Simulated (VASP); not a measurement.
# Ti (P6_3/mmc) in VASP: a series of runs

The runs below take Ti through single point, with PBEsol.

All numbers are computed with VASP 6.6.1; they aren't measurements. Logs are shortened: lines on timing, memory, paths and dates and some standing lists are left out, and cuts for length are marked.

## (1) The cell of the first run

Symmetry: P6_3/mmc, No. 194, hexagonal system. The conventional cell has a = 2.861 Å, b = 2.861 Å, c = 4.531 Å, α = 90.00°, β = 90.00°, γ = 120.00°. Ti (site symmetry -6m2) has 12 Ti at 2.80 to 2.86 Å within 3.7 Å.

## (2) Single point, PBEsol, collinear spin (16.06 Å³/atom)

INCAR reads:

```
SYSTEM = Ti
ALGO     = Normal         ! electronic algorithm
EDIFF    = 1E-6           ! SCF threshold, eV
ENCUT    = 520            ! plane-wave cutoff, eV
GGA      = PS             ! functional
ISIF     = 2              ! what is computed and relaxed
ISMEAR   = -1             ! smearing method
ISPIN    = 2              ! spin polarisation
LASPH    = .True.         ! aspherical terms in the spheres
LCHARG   = .False.        ! write CHGCAR
LMAXMIX  = 4              ! l up to which the mixer works
LORBIT   = 11             ! projections on sites
LREAL    = .False.        ! projectors in reciprocal space
LWAVE    = .False.        ! write WAVECAR
MAGMOM   = 1 1            ! initial moments
NBANDS   = 23             ! bands
NELM     = 150            ! most SCF steps
PREC     = Accurate       ! precision mode
SIGMA    = 0.05           ! smearing width, eV
```

KPOINTS reads:

```
k-points
0
Gamma
  20 20 11
  0 0 0
```

POSCAR reads:

```
Ti
1.0
    2.8614710575      0.0000000000      0.0000000000
   -1.4307355287      2.4781066280      0.0000000000
    0.0000000000      0.0000000000      4.5306550183
Ti
2
Direct
    0.3333333333      0.6666666667      0.2500000000
    0.6666666667      0.3333333333      0.7500000000
```

Potentials or basis: VASP PAW PBE potentials, release 64 (Ti_sv).

On the command line:

```console
$ cat potpaw_PBE.64/Ti_sv/POTCAR > POTCAR
$ mpirun -np 1 vasp_std > vasp.out
```

OUTCAR:

```text
SYSTEM = Ti
   EDIFF = 1E-6
   ENCUT = 520
   GGA = PS
   ISIF = 2
   ISMEAR = -1
   ISPIN = 2
   LASPH = .True.
   LORBIT = 11
   LREAL = .False.
   NELM = 150
   PREC = Accurate

 ion  position               nearest neighbor table
   1  0.333  0.667  0.250-   2 2.80   2 2.80   2 2.80   2 2.80   2 2.80   2 2.80
   2  0.667  0.333  0.750-   1 2.80   1 2.80   1 2.80   1 2.80   1 2.80   1 2.80

  LATTYP: Found a hexagonal cell.
 ALAT       =     2.8614710575
 C/A-ratio  =     1.5833307160

  Lattice vectors:

 A1 = (   2.8614710575,   0.0000000000,   0.0000000000)
 A2 = (  -1.4307355287,   2.4781066280,   0.0000000000)
 A3 = (   0.0000000000,   0.0000000000,   4.5306550183)

Analysis of symmetry for initial positions (statically):
=====================================================================
 Subroutine PRICEL returns:
 Original cell was already a primitive cell.

 Routine SETGRP: Setting up the symmetry group for a
 hexagonal supercell.

 Subroutine GETGRP returns: Found 24 space group operations
 (whereof 12 operations were pure point group operations)
 out of a pool of 24 trial point group operations.

The static configuration has the point symmetry D_3d.
 The point group associated with its full space group is D_6h.

Analysis of symmetry for dynamics (positions and initial velocities):
=====================================================================
 Subroutine PRICEL returns:
 Original cell was already a primitive cell.

 Routine SETGRP: Setting up the symmetry group for a
 hexagonal supercell.

 Subroutine GETGRP returns: Found 24 space group operations
 (whereof 12 operations were pure point group operations)
 out of a pool of 24 trial point group operations.

The dynamic configuration has the point symmetry D_3d.
 The point group associated with its full space group is D_6h.

Analysis of structural, dynamic, and magnetic symmetry:
=====================================================================
 Subroutine PRICEL returns:
 Original cell was already a primitive cell.

 Routine SETGRP: Setting up the symmetry group for a
 hexagonal supercell.

 Subroutine GETGRP returns: Found 24 space group operations
 (whereof 12 operations were pure point group operations)
 out of a pool of 24 trial point group operations.

The overall configuration has the point symmetry D_3d.
 The point group associated with its full space group is D_6h.

 Subroutine INISYM returns: Found 24 space group operations
 (whereof 12 operations are pure point group operations),
 and found     1 'primitive' translations

----------------------------------------------------------------------------------------

                                     Primitive cell

  volume of cell :      32.1270

  direct lattice vectors                    reciprocal lattice vectors
     2.861471058  0.000000000  0.000000000     0.349470597  0.201766943  0.000000000
    -1.430735529  2.478106628  0.000000000     0.000000000  0.403533887  0.000000000
     0.000000000  0.000000000  4.530655018     0.000000000  0.000000000  0.220718637

  length of vectors
     2.861471058  2.861471057  4.530655018     0.403533887  0.403533887  0.220718637

  position of ions in fractional coordinates (direct lattice)
     0.333333333  0.666666667  0.250000000
     0.666666667  0.333333333  0.750000000

  ion indices of the primitive-cell ions
   primitive index   ion index
                 1           1
                 2           2

----------------------------------------------------------------------------------------

 KPOINTS: k-points

Automatic generation of k-mesh.
 Grid dimensions read from file:
 generate k-points for:   20   20   11

 Generating k-lattice:

  Cartesian coordinates                     Fractional coordinates (reciprocal lattice)
     0.017473530  0.010088347  0.000000000     0.050000000 -0.000000000  0.000000000
     0.000000000  0.020176694  0.000000000     0.000000000  0.050000000  0.000000000
     0.000000000  0.000000000  0.020065331     0.000000000  0.000000000  0.090909091

  Length of vectors
     0.020176694  0.020176694  0.020065331

  Shift w.r.t. Gamma in fractional coordinates (k-lattice)
     0.000000000  0.000000000  0.000000000

 Subroutine IBZKPT returns following result:
 ===========================================

 Found    264 irreducible k-points:

 Following reciprocal coordinates:
            Coordinates               Weight
  0.000000  0.000000  0.000000      1.000000
  0.050000  0.000000  0.000000      6.000000
  0.100000 -0.000000  0.000000      6.000000
  0.150000  0.000000  0.000000      6.000000
  0.200000 -0.000000  0.000000      6.000000
  0.250000 -0.000000  0.000000      6.000000
[... 16 lines left out ...]
  0.200000  0.100000  0.000000     12.000000
  0.250000  0.100000  0.000000     12.000000
 [... further k-points ...]
   k-points           NKPTS =    264   k-points in BZ     NKDIM =    264   number of bands    NBANDS=     23
   number of dos      NEDOS =    301   number of ions     NIONS =      2
   total plane-waves  NPLWV =  20736
   dimension x,y,z NGX =    24 NGY =   24 NGZ =   36
   dimension x,y,z NGXF=    48 NGYF=   48 NGZF=   72
   ions per type =               2
   NGX,Y,Z   is equivalent  to a cutoff of  13.94, 13.94, 13.21 a.u.
   NGXF,Y,Z  is equivalent  to a cutoff of  27.89, 27.89, 26.42 a.u.
 SYSTEM =  Ti
   PREC   = accura    normal or accurate (medium, high low for compatibility)
   ISTART =      0    job   : 0-new  1-cont  2-samecut
   ICHARG =      2    charge: 1-file 2-atom 10-const
   ISPIN  =      2    spin polarized calculation?
   LNONCOLLINEAR =      F non collinear calculations
   LSORBIT =      F    spin-orbit coupling
   LASPH  =      T    aspherical Exc in radial PAW
   ENCUT  =  520.0 eV  38.22 Ry    6.18 a.u.   5.32  5.32  8.42*2*pi/ulx,y,z
   NELM   =    150;   NELMIN=  2; NELMDL= -5     # of ELM steps
   EDIFF  = 0.1E-05   stopping-criterion for ELM
   LREAL  =      F    real-space projection
   EDIFFG = 0.1E-04   stopping-criterion for IOM
   NSW    =      0    number of steps for IOM
   IBRION =     -1    ionic relax: 0-MD 1-quasi-New 2-CG
   NFREE  =      0    steps in history (QN), initial steepest desc. (CG)
   ISIF   =      2    stress and relaxation
   ISYM   =      2    0-nonsym 1-usesym 2-fastsym
   POTIM  = 0.5000    time-step for ionic-motion
   TEBEG  =    0.0;   TEEND  =   0.0 temperature during run
   PSTRESS=    0.0 pullay stress
   NELECT =      24.0000    total number of electrons
   NUPDOWN=      -1.0000    fix difference up-down
   EMIN   =  10.00;   EMAX   =-10.00  energy-range for DOS
   EFERMI =   0.00;   METHOD = LEGACY
   ISMEAR =    -1;   SIGMA  =   0.05  broadening in eV -4-tet -1-fermi 0-gaus
   EFERMI_NEDOS =   21; number of points for ismear=-14 and -15
   IALGO  =     38    algorithm
   IMIX   =      4    mixing-type and parameters
     AMIX     =   0.40;   BMIX     =  1.00
     AMIX_MAG =   1.60;   BMIX_MAG =  1.00
  volume/ion in A,a.u.               =      16.06       108.40
  Fermi-wavevector in a.u.,A,eV,Ry     =   1.485440  2.807075 30.021693  2.206532
  Thomas-Fermi vector in A             =   2.598851
   LORBIT       =     11    0 simple, 1 ext, 2 COOP (PROOUT), +10 PAW based schemes
   GGA     = PS    functional components
   LHFCALC =     F    Hartree Fock is set to
   AEXX    =    0.0000 exact exchange contribution
   IVDW    =     0    specifies the selected vdW correction
   LEPSILON=     F    determine dielectric tensor
   LRPA    =     F    only Hartree local field effects (RPA)
 spin polarized calculation
  energy-cutoff  :      520.00
  volume of cell :       32.13
 maximum number of plane-waves:       881
 NGX is ok and might be reduce to    24
   NGX = 11   NGY = 11   NGZ = 17

 number of electron      24.0000004 magnetization       0.0016083

 number of electron      24.0000004 magnetization      -0.0000502

 Free energy of the ion-electron system (eV)
  ---------------------------------------------------
  ext. energy  EPLUGINS =         0.00000000
  ---------------------------------------------------
  free energy    TOTEN  =       -16.66869921 eV

  energy without entropy =      -16.65253091  energy(sigma->0) =      -16.66061506

 E-fermi :   9.0632     XC(G=0): -12.0139

 val. band max:        9.0624857115   @ k =   0.4000   0.1500   0.3636
 cond. band min:       9.0637221394   @ k =   0.1000   0.1000   0.2727
 fundamental gap:      0.0012364279
 Fermi energy:         9.0632172586

 spin component 1

 k-point     1 :       0.0000    0.0000    0.0000
  band No.  band energies     occupation
      1     -47.4455      1.00000
      2     -47.2543      1.00000
      3     -24.2362      1.00000
      4     -23.4097      1.00000
      5     -23.4097      1.00000
      6     -23.3133      1.00000
[... 15 lines left out ...]
     22      24.1126      0.00000
     23      26.9525      0.00000
[... 575 lines left out ...]
      1     -47.3398      1.00000
      2     -47.2217      1.00000
      3     -23.9980      1.00000
      4     -23.8091      1.00000
      5     -23.7078      1.00000
      6     -23.5367      1.00000
[... 15 lines left out ...]
     22      19.9825      0.00000
     23      21.9716      0.00000

 [... further k-points ...]

 spin component 2

 k-point     1 :       0.0000    0.0000    0.0000
  band No.  band energies     occupation
      1     -47.4455      1.00000
      2     -47.2543      1.00000
      3     -24.2362      1.00000
      4     -23.4097      1.00000
      5     -23.4097      1.00000
      6     -23.3133      1.00000
[... 15 lines left out ...]
     22      24.1127      0.00000
     23      26.9924      0.00000
[... 575 lines left out ...]
      1     -47.3398      1.00000
      2     -47.2217      1.00000
      3     -23.9980      1.00000
      4     -23.8091      1.00000
      5     -23.7078      1.00000
      6     -23.5368      1.00000
[... 15 lines left out ...]
     22      19.9825      0.00000
     23      21.9716      0.00000

 [... further k-points ...]

------------------------ aborting loop because EDIFF is reached ----------------------------------------

  FORCE on cell =-STRESS in cart. coord.  units (eV):
  Direction    XX          YY          ZZ          XY          YZ          ZX
  --------------------------------------------------------------------------------------
  -------------------------------------------------------------------------------------
  Total        0.9705685      0.9705685      0.9765648      0.0000000     -0.0000000      0.0000000
  in kB       48.4023476     48.4023476     48.7013842      0.0000000     -0.0000000      0.0000000
  external PRESSURE =      48.5020265 kB  Pullay stress =       0.0000000 kB

 VOLUME and BASIS-vectors are now :
 -----------------------------------------------------------------------------
  energy-cutoff  :      520.00
  volume of cell :       32.13
      direct lattice vectors                 reciprocal lattice vectors
     2.861471058  0.000000000  0.000000000     0.349470597  0.201766943  0.000000000
    -1.430735529  2.478106628  0.000000000     0.000000000  0.403533887  0.000000000
     0.000000000  0.000000000  4.530655018     0.000000000  0.000000000  0.220718637

 POSITION                                       TOTAL-FORCE (eV/Angst)
 -----------------------------------------------------------------------------------
     -0.00000      1.65207      1.13266         0.000000      0.000000      0.000000
      1.43074      0.82604      3.39799        -0.000000     -0.000000      0.000000
 -----------------------------------------------------------------------------------
    total drift:                               -0.000000      0.000000     -0.000000

  FREE ENERGIE OF THE ION-ELECTRON SYSTEM (eV)
  ---------------------------------------------------
  free  energy   TOTEN  =       -16.6686992146 eV

  energy  without entropy=      -16.6525309150  energy(sigma->0) =      -16.66061506

 total charge

# of ion       s       p       d       tot
------------------------------------------
    1        2.268   6.137   1.946  10.352
    2        2.268   6.137   1.946  10.352
--------------------------------------------------
tot          4.537  12.274   3.892  20.703

 magnetization (x)

# of ion       s       p       d       tot
------------------------------------------
    1       -0.000   0.000  -0.000  -0.000
    2       -0.000   0.000  -0.000  -0.000
--------------------------------------------------
tot         -0.000   0.000  -0.000  -0.000
```

Run time: 3.1 min. Hardware: 1 thread of Intel Xeon 6975P-C (Granite Rapids), shared host; peak memory 0.36 GiB.

Results:

```yaml
Free_energy: -16.6687 eV
Pressure: 4.9 GPa
Band_gap_on_the_k_mesh: zero (filled and empty bands overlap)
Net_moment: 0.00 μB per cell
Valence_electrons_inside_the_program's_atomic_spheres: Ti 10.35
```

Levels at points of the mesh, in eV from the Fermi level:
Spin up:
```tsv
k point	band 8	band 9	band 10	band 11	band 12	band 13	band 14	band 15	band 16	band 17
(0.00, 0.00, 0.00)	-32.34	-6.39	-2.90	0.81	0.81	0.95	1.01	1.37	1.37	1.75
(0.50, 0.00, 0.00)	-32.44	-2.46	-2.41	-2.07	-0.53	0.47	0.69	1.29	3.69	3.95
```
Spin down:
| k point | band 8 | band 9 | band 10 | band 11 | band 12 | band 13 | band 14 | band 15 | band 16 | band 17 |
| --- | --- | --- | --- | --- | --- | --- | --- | --- | --- | --- |
| (0.00, 0.00, 0.00) | -32.34 | -6.39 | -2.90 | 0.81 | 0.81 | 0.95 | 1.01 | 1.37 | 1.37 | 1.75 |
| (0.50, 0.00, 0.00) | -32.44 | -2.46 | -2.41 | -2.07 | -0.53 | 0.47 | 0.69 | 1.29 | 3.69 | 3.95 |

Caveat: the cell stands under pressure; the PAW data sets were made with another functional, which shifts forces and pressure a little.

## (3) Single point, PBEsol (18.75 Å³/atom)

This run uses another cell than the first one, of 18.75 Å³/atom.

INCAR reads:

```
ALGO = Normal
EDIFF = 1E-7
ENCUT = 520
GGA = PS
ISIF = 2
ISMEAR = -1
LASPH = T
LCHARG = T
LELF = T
LREAL = F
LVHAR = T
LWAVE = F
NBANDS = 19
NELM = 60
PREC = Accurate
SIGMA = 0.1
```

KPOINTS reads:

```
k-points
0
Gamma
  20 20 11
```

POSCAR reads:

```
Ti
1.0
    3.0126368162      0.0000000000      0.0000000000
   -1.5063184081      2.6090200152      0.0000000000
    0.0000000000      0.0000000000      4.7722149764
Ti
2
Direct
    0.3333333333      0.6666666667      0.2500000000
    0.6666666667      0.3333333333      0.7500000000
```

Potentials or basis: VASP PAW PBE potentials, release 64 (Ti_sv).

On the command line:

```console
$ cat potpaw_PBE.64/Ti_sv/POTCAR > POTCAR
$ mpirun -np 1 vasp_std > vasp.out
```

It took 4 min on 1 thread of Intel Xeon 8259CL, shared host; peak memory 0.27 GiB.

It converged, with:

- Free energy: -16.5604 eV
- Pressure: -11.1 GPa
- Band gap on the k mesh: zero (bands 12 and 13 overlap by 1.03 eV)

Stress tensor (GPa, compression positive):
```
-10.98   0.00   0.00
  0.00 -10.98   0.00
  0.00   0.00 -11.25
```

Levels at points of the mesh, in eV from the Fermi level:
| k point | band 10 | band 11 | band 12 | band 13 | band 14 | band 15 |
| --- | --- | --- | --- | --- | --- | --- |
| (0.00, 0.00, 0.00) | -2.49 | 0.62 | 0.75 | 0.75 | 0.86 | 1.20 |
| (0.50, 0.00, 0.00) | -1.93 | -1.63 | -0.65 | 0.48 | 0.58 | 1.10 |

Caveat: the cell stands under tension; the PAW data sets were made with another functional, which shifts forces and pressure a little.

## (4) Single point, PBEsol, non-collinear spin, zero start, spin-orbit coupling

This run uses another cell than the first one, of 16.75 Å³/atom.

INCAR reads:

```
PREC = Accurate ; ENCUT = 520
EDIFF = 1E-7 ; ISMEAR = -1
SIGMA = 0.1 ; LREAL = False
LASPH = True ; NELM = 150
ALGO = Normal ; ISIF = 2
LWAVE = False ; LCHARG = False
MAGMOM = 0 0 0 0 0 0 ; LORBIT = 11
LSORBIT = True ; GGA_COMPAT = False
LORBMOM = True ; LMAXMIX = 4
GGA = PS ; NBANDS = 36
```

KPOINTS reads:

```
Automatic mesh
0
Gamma
  12 12 7
```

POSCAR reads:

```
Ti
1.0
    2.9009535275      0.0000000000      0.0000000000
   -1.4504767637      2.5122994500      0.0000000000
    0.0000000000      0.0000000000      4.5953012972
Ti
2
Direct
    0.3333333333      0.6666666667      0.2500000000
    0.6666666667      0.3333333333      0.7500000000
```

On the command line:

```console
$ cat potpaw_PBE.64/Ti_sv/POTCAR > POTCAR
$ mpirun -np 1 vasp_ncl > vasp.out
```

Run time: 6.4 min. Hardware: 1 thread of Intel Xeon 8259CL, shared host; peak memory 0.31 GiB.

The run converged. Its results:

- Free energy: -16.7248 eV
- Pressure: -0.3 GPa
- Net moment: 0.00 μB per cell
- Valence electrons inside the program's atomic spheres: Ti 10.30

Moments on the atoms (μB; x, y, z):
```
Ti  0.00 0.00 0.00
Ti  0.00 0.00 0.00
```

Caveat: the PAW data sets were made with another functional, which shifts forces and pressure a little.

## (5) The runs side by side

| spin | cell | k mesh | smearing | gap on the mesh (eV) | pressure (GPa) | moment (μB) |
| --- | --- | --- | --- | --- | --- | --- |
| collinear | a = 2.861, b = 2.861, c = 4.531 Å, angles 90.0, 90.0, 120.0°, 2 atoms | 20 × 20 × 11 | fermi-dirac 0.05 eV | none | 4.9 | 0.00 |
| off | a = 3.013, b = 3.013, c = 4.772 Å, angles 90.0, 90.0, 120.0°, 2 atoms | 20 × 20 × 11 | fermi-dirac 0.1 eV | none | -11.1 | - |
| non-collinear, zero start, SOC | a = 2.901, b = 2.901, c = 4.595 Å, angles 90.0, 90.0, 120.0°, 2 atoms | 12 × 12 × 7 | fermi-dirac 0.1 eV | - | -0.3 | 0.00 |

Alike in all rows: task single point; level PBEsol; potentials or basis VASP PAW PBE potentials, release 64 (Ti_sv); cutoff (eV) 520.

Caveats: the PAW data sets were made with another functional, which shifts forces and pressure a little; the cell stands under pressure (at least some runs); the cell stands under tension (at least some runs).

Absolute energies hang on the potentials; compare differences alone.
